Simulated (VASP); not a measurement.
A run of VASP 6.6.1:

INCAR

```
ALGO = Normal
EDIFF = 1E-7
ENCUT = 520
GGA = PE
ISIF = 2
ISMEAR = 0
LASPH = T
LCHARG = T
LELF = T
LREAL = F
LVHAR = T
LWAVE = F
NBANDS = 12
NELM = 60
PREC = Accurate
SIGMA = 0.15
```

Contents of KPOINTS:

```
k-points
0
Gamma
  20 20 20
```

File POSCAR:

```
Ti
1.0
    0.0000000000      1.9527032881      2.2788047372
    1.9527032881      0.0000000000      2.2788047372
    1.9527032881      1.9527032881      0.0000000000
Ti
1
Direct
    0.0000000000      0.0000000000      0.0000000000
```

Potentials or basis: VASP PAW PBE potentials, release 64 (Ti_sv).

Launch:

```bash
$ cat potpaw_PBE.64/Ti_sv/POTCAR > POTCAR
$ mpirun -np 1 vasp_std > vasp.out
```

Hardware: 1 thread of Intel Xeon 6975P-C, with other jobs on the host.

Task: Estimate the wall time of this run.

Result: Run time: 78 s on 1 thread of Intel Xeon 6975P-C, on a shared host, peak memory 0.25 GiB. Counts: scf iterations 14, k points 641.
